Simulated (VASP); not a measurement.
# WS2 in VASP: notebook, part 2 of 2

VASP 6.6.1. The steps go on from the part before.

## 3. Single point, PBE+D3(BJ)

Input file INCAR:

```
PREC     = Accurate       # precision mode
ENCUT    = 520            # plane-wave cutoff, eV
EDIFF    = 1E-6           # SCF threshold, eV
ISMEAR   = 0              # smearing method
SIGMA    = 0.02           # smearing width, eV
LREAL    = False          # projectors in reciprocal space
LASPH    = True           # aspherical terms in the spheres
NELM     = 60             # most SCF steps
ALGO     = Normal         # electronic algorithm
ISIF     = 2              # what is computed and relaxed
LWAVE    = False          # write WAVECAR
LCHARG   = True           # write CHGCAR
LDIPOL   = True         
IDIPOL   = 3            
DIPOL    = 0.5 0.5 0.500
GGA      = PE             # functional
IVDW     = 12             # dispersion correction
LELF     = True           # ELF
LVHAR    = True         
LVACPOTAV= True         
NBANDS   = 35             # bands
```

Input file KPOINTS:

```
Automatic mesh
0
Gamma
  12 12 1
```

Input file POSCAR:

```
WS2
1.0
    3.1597400268      0.0000000000      0.0000000000
   -1.5798700134      2.7364151325      0.0000000000
    0.0000000000      0.0000000000     45.2072918720
S W
4 2
Direct
    0.3333333333      0.6666666667      0.3981147464
    0.3333333333      0.6666666667      0.4677478320
    0.0000000000      0.0000000000      0.5322402066
    0.0000000000      0.0000000000      0.6018851060
    0.6666666667      0.3333333333      0.4329743243
    0.3333333333      0.6666666667      0.5670369754
```

Potentials or basis: VASP PAW PBE potentials, release 64 (S, W_sv).

The run is started by

```
cat potpaw_PBE.64/S/POTCAR potpaw_PBE.64/W_sv/POTCAR > POTCAR
mpirun -np 1 vasp_std > vasp.out
```

OUTCAR:

```text
PREC = Accurate
   ENCUT = 520
   EDIFF = 1E-6
   ISMEAR = 0
   LREAL = False
   LASPH = True
   NELM = 60
   ISIF = 2
   GGA = PE
   IVDW = 12
 IVDW          = 12

 ion  position               nearest neighbor table
   1  0.333  0.667  0.398-   5 2.41   5 2.41   5 2.41
   2  0.333  0.667  0.468-   5 2.41   5 2.41   5 2.41
   3  0.000  0.000  0.532-   6 2.41   6 2.41   6 2.41
   4  0.000  0.000  0.602-   6 2.41   6 2.41   6 2.41
   5  0.667  0.333  0.433-   2 2.41   2 2.41   2 2.41   1 2.41   1 2.41   1 2.41
   6  0.333  0.667  0.567-   3 2.41   3 2.41   3 2.41   4 2.41   4 2.41   4 2.41

  LATTYP: Found a hexagonal cell.
 ALAT       =     3.1597400268
 C/A-ratio  =    14.3072820829

  Lattice vectors:

 A1 = (   3.1597400268,   0.0000000000,   0.0000000000)
 A2 = (  -1.5798700134,   2.7364151325,   0.0000000000)
 A3 = (   0.0000000000,   0.0000000000,  45.2072918720)

Analysis of symmetry for initial positions (statically):
=====================================================================
 Subroutine PRICEL returns:
 Original cell was already a primitive cell.

 Routine SETGRP: Setting up the symmetry group for a
 hexagonal supercell.

 Subroutine GETGRP returns: Found  6 space group operations
 (whereof  6 operations were pure point group operations)
 out of a pool of 24 trial point group operations.

The static configuration has the point symmetry C_3v.

Analysis of symmetry for dynamics (positions and initial velocities):
=====================================================================
 Subroutine PRICEL returns:
 Original cell was already a primitive cell.

 Routine SETGRP: Setting up the symmetry group for a
 hexagonal supercell.

 Subroutine GETGRP returns: Found  6 space group operations
 (whereof  6 operations were pure point group operations)
 out of a pool of 24 trial point group operations.

The dynamic configuration has the point symmetry C_3v.

 Subroutine INISYM returns: Found  6 space group operations
 (whereof  6 operations are pure point group operations),
 and found     1 'primitive' translations

----------------------------------------------------------------------------------------

                                     Primitive cell

  volume of cell :     390.8785

  direct lattice vectors                    reciprocal lattice vectors
     3.159740027  0.000000000  0.000000000     0.316481733  0.182720814  0.000000000
    -1.579870013  2.736415132  0.000000000     0.000000000  0.365441628  0.000000000
     0.000000000  0.000000000 45.207291872     0.000000000  0.000000000  0.022120325

  length of vectors
     3.159740027  3.159740027 45.207291872     0.365441628  0.365441628  0.022120325

  position of ions in fractional coordinates (direct lattice)
     0.333333333  0.666666667  0.398114746
     0.333333333  0.666666667  0.467747832
     0.000000000  0.000000000  0.532240207
     0.000000000  0.000000000  0.601885106
     0.666666667  0.333333333  0.432974324
     0.333333333  0.666666667  0.567036975

  ion indices of the primitive-cell ions
   primitive index   ion index
                 1           1
                 2           2
[... 50 lines left out ...]
  0.333333  0.250000  0.000000     12.000000
  0.333333  0.333333  0.000000      2.000000
   k-points           NKPTS =     19   k-points in BZ     NKDIM =     19   number of bands    NBANDS=     35
   number of dos      NEDOS =    301   number of ions     NIONS =      6
   total plane-waves  NPLWV = 193536
   dimension x,y,z NGX =    24 NGY =   24 NGZ =  336
   dimension x,y,z NGXF=    48 NGYF=   48 NGZF=  672
   ions per type =               4   2
   NGX,Y,Z   is equivalent  to a cutoff of  12.63, 12.63, 12.36 a.u.
   NGXF,Y,Z  is equivalent  to a cutoff of  25.25, 25.25, 24.71 a.u.
 SYSTEM =  unknown system
   PREC   = accura    normal or accurate (medium, high low for compatibility)
   ISTART =      0    job   : 0-new  1-cont  2-samecut
   ICHARG =      2    charge: 1-file 2-atom 10-const
   ISPIN  =      1    spin polarized calculation?
   LNONCOLLINEAR =      F non collinear calculations
   LSORBIT =      F    spin-orbit coupling
   LASPH  =      T    aspherical Exc in radial PAW
   ENCUT  =  520.0 eV  38.22 Ry    6.18 a.u.   5.88  5.88 84.06*2*pi/ulx,y,z
   NELM   =     60;   NELMIN=  2; NELMDL= -5     # of ELM steps
   EDIFF  = 0.1E-05   stopping-criterion for ELM
   LREAL  =      F    real-space projection
   EDIFFG = 0.1E-04   stopping-criterion for IOM
   NSW    =      0    number of steps for IOM
   IBRION =     -1    ionic relax: 0-MD 1-quasi-New 2-CG
   NFREE  =      0    steps in history (QN), initial steepest desc. (CG)
   ISIF   =      2    stress and relaxation
   ISYM   =      2    0-nonsym 1-usesym 2-fastsym
   POTIM  = 0.5000    time-step for ionic-motion
   TEBEG  =    0.0;   TEEND  =   0.0 temperature during run
   PSTRESS=    0.0 pullay stress
   NELECT =      52.0000    total number of electrons
   NUPDOWN=      -1.0000    fix difference up-down
   EMIN   =  10.00;   EMAX   =-10.00  energy-range for DOS
   EFERMI =   0.00;   METHOD = LEGACY
   ISMEAR =     0;   SIGMA  =   0.02  broadening in eV -4-tet -1-fermi 0-gaus
   EFERMI_NEDOS =   21; number of points for ismear=-14 and -15
   IALGO  =     38    algorithm
   IMIX   =      4    mixing-type and parameters
     AMIX     =   0.40;   BMIX     =  1.00
     AMIX_MAG =   1.60;   BMIX_MAG =  1.00
  volume/ion in A,a.u.               =      65.15       439.63
  Fermi-wavevector in a.u.,A,eV,Ry     =   0.835722  1.579286  9.502742  0.698432
  Thomas-Fermi vector in A             =   1.949328
   LORBIT       =      0    0 simple, 1 ext, 2 COOP (PROOUT), +10 PAW based schemes
   GGA     = PE    functional components
   LHFCALC =     F    Hartree Fock is set to
   AEXX    =    0.0000 exact exchange contribution
   IVDW    =    12    specifies the selected vdW correction
   LEPSILON=     F    determine dielectric tensor
   LRPA    =     F    only Hartree local field effects (RPA)
 non-spin polarized calculation
 Gauss-broadening in eV      SIGMA  =   0.02
  energy-cutoff  :      520.00
  volume of cell :      390.88
 maximum number of plane-waves:     10578
 NGX is ok and might be reduce to    24
   NGX = 11   NGY = 11   NGZ =169

 dipolmoment           0.000000      0.000000      0.000000 electrons x Angstroem

 number of electron      51.9999998 magnetization

 dipolmoment           0.000000      0.000000     -0.003736 electrons x Angstroem

 Free energy of the ion-electron system (eV)
  ---------------------------------------------------
  ext. energy  EPLUGINS =         0.00000000
  ---------------------------------------------------
  free energy    TOTEN  =       -47.25647401 eV

  energy without entropy =      -47.25647401  energy(sigma->0) =      -47.25647401

 E-fermi :  -1.7237     XC(G=0):  -3.2278

 val. band max:       -1.8098225013   @ k =   0.0000   0.0000   0.0000
 cond. band min:      -0.4324607138   @ k =   0.1667   0.1667   0.0000
 fundamental gap:      1.3773617874
 Fermi energy:        -1.7236962229

 k-point     1 :       0.0000    0.0000    0.0000
  band No.  band energies     occupation
      1     -76.2931      2.00000
      2     -76.2172      2.00000
      3     -40.5467      2.00000
      4     -40.4707      2.00000
      5     -40.3722      2.00000
      6     -40.3722      2.00000
[... 711 lines left out ...]
     34       3.3555      0.00000
     35       4.1088      0.00000

------------------------ aborting loop because EDIFF is reached ----------------------------------------

 vacuum level on the upper side and lower side of the slab       (xc-potential included)        -0.163        -0.111

 Edisp (eV)   -2.21772

 E8    (eV) :    -0.9648

  FORCE on cell =-STRESS in cart. coord.  units (eV):
  Direction    XX          YY          ZZ          XY          YZ          ZX
  --------------------------------------------------------------------------------------
  -------------------------------------------------------------------------------------
  Total      -0.09945    -0.09945    -0.02465     0.00000     0.00000     0.00000
  in kB      -0.40764    -0.40764    -0.10106     0.00000     0.00000     0.00000
  external pressure =       -0.31 kB  Pullay stress =        0.00 kB

 VOLUME and BASIS-vectors are now :
 -----------------------------------------------------------------------------
  energy-cutoff  :      520.00
  volume of cell :      390.88
      direct lattice vectors                 reciprocal lattice vectors
     3.159740027  0.000000000  0.000000000     0.316481733  0.182720814  0.000000000
    -1.579870013  2.736415132  0.000000000     0.000000000  0.365441628  0.000000000
     0.000000000  0.000000000 45.207291872     0.000000000  0.000000000  0.022120325

 POSITION                                       TOTAL-FORCE (eV/Angst)
 -----------------------------------------------------------------------------------
     -0.00000      1.82428     17.99769         0.000000     -0.000000     -0.003993
     -0.00000      1.82428     21.14561        -0.000000      0.000000      0.003217
      0.00000      0.00000     24.06114        -0.000000     -0.000000     -0.002885
      0.00000      0.00000     27.20960        -0.000000     -0.000000      0.003993
      1.57987      0.91214     19.57360        -0.000000      0.000000     -0.000564
     -0.00000      1.82428     25.63421         0.000000      0.000000      0.000231
 -----------------------------------------------------------------------------------
    total drift:                                0.000000     -0.000000      0.000018

  FREE ENERGIE OF THE ION-ELECTRON SYSTEM (eV)
  ---------------------------------------------------
  free  energy   TOTEN  =       -49.4741934102 eV

  energy  without entropy=      -49.4741934102  energy(sigma->0) =      -49.47419341

 vacuum level on the upper side and lower side of the slab         3.368         3.446
```

It took 3.5 min on 1 thread of Intel Xeon 6975P-C (Granite Rapids), shared host; peak memory 0.58 GiB.

Results:

```yaml
Free_energy: -49.4742 eV
Largest_force: 0.004 eV/Å
Band_gap_on_the_k_mesh: 1.38 eV (least direct gap 1.83 eV)
Dispersion_energy_per_atom: -0.370 eV
Ionisation_potential_of_the_upper_face: 5.18 eV
```

Forces on the atoms (eV/Å):
```
S    0.000  0.000 -0.004
S    0.000  0.000  0.003
S    0.000  0.000 -0.003
S    0.000  0.000  0.004
W    0.000  0.000 -0.001
W    0.000  0.000  0.000
```

Levels at points of the mesh, in eV from the valence-band top:
| k point | band 22 | band 23 | band 24 | band 25 | band 26 | band 27 | band 28 | band 29 | band 30 | band 31 |
| --- | --- | --- | --- | --- | --- | --- | --- | --- | --- | --- |
| (0.00, 0.00, 0.00) | -2.05 | -1.99 | -1.99 | -0.78 | 0.00 | 2.42 | 2.42 | 2.50 | 2.50 | 2.59 |
| (0.50, 0.00, 0.00) | -2.50 | -1.76 | -1.61 | -1.47 | -1.35 | 2.47 | 2.54 | 2.83 | 2.99 | 3.49 |

Caveat: spin-orbit coupling is left out, which moves the levels of the heavy elements.
